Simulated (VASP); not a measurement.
Input of a VASP 6.6.1 run:

INCAR

```
SYSTEM = CrO2
  ALGO = Normal
  EDIFF = 1E-6
  ENCUT = 520
  GGA = PE
  ISIF = 2
  ISMEAR = 1
  ISPIN = 2
  LASPH = .True.
  LCHARG = .True.
  LDAU = .True.
  LDAUJ = 0 0
  LDAUL = 2 -1
  LDAUPRINT = 1
  LDAUTYPE = 2
  LDAUU = 3 0
  LELF = .True.
  LMAXMIX = 4
  LORBIT = 11
  LREAL = .False.
  LVHAR = .True.
  LWAVE = .False.
  MAGMOM = 3 3 0 0 0 0
  NBANDS = 37
  NELM = 150
  PREC = Accurate
  SIGMA = 0.15
```

Contents of KPOINTS:

```
k-points
0
Gamma
  6 6 9
  0 0 0
```

Contents of POSCAR:

```
CrO2
1.0
    4.4210000000      0.0000000000      0.0000000000
    0.0000000000      4.4210000000      0.0000000000
    0.0000000000      0.0000000000      2.9170000000
Cr O
2 4
Direct
    0.0000000000      0.0000000000      0.0000000000
    0.5000000000      0.5000000000      0.5000000000
    0.3010000000      0.3010000000      0.0000000000
    0.1990000000      0.8010000000      0.5000000000
    0.6990000000      0.6990000000      0.0000000000
    0.8010000000      0.1990000000      0.5000000000
```

Potentials or basis: VASP PAW PBE potentials, release 64 (Cr_pv, O).

Launch:

```bash
$ cat potpaw_PBE.64/Cr_pv/POTCAR potpaw_PBE.64/O/POTCAR > POTCAR
$ mpirun -np 1 vasp_std > vasp.out
```

Problem. Estimate the net moment.

Solution. 4.00 μB per cell.

Problem. Estimate the site moments.

Solution. Cr +2.33; O -0.17 μB.

Problem. Predict the largest force.

Solution. 0.008 eV/Å.

Problem. Predict the pressure.

Solution. 9.7 GPa.

Eigenvalues of the final occupation matrices:
```
    site  spin  trace               eigenvalues
site 1 d     1   3.15  0.39 0.44 0.52 0.85 0.95
site 1 d     2   0.88  0.06 0.09 0.11 0.30 0.31
site 2 d     1   3.15  0.39 0.44 0.52 0.85 0.95
site 2 d     2   0.88  0.06 0.09 0.11 0.30 0.31
```

Caveat: the cell stands under pressure; only a ferromagnetic start was run, and an antiferromagnetic order may lie lower in energy. The state reached can hang on the start; a lower one may exist.
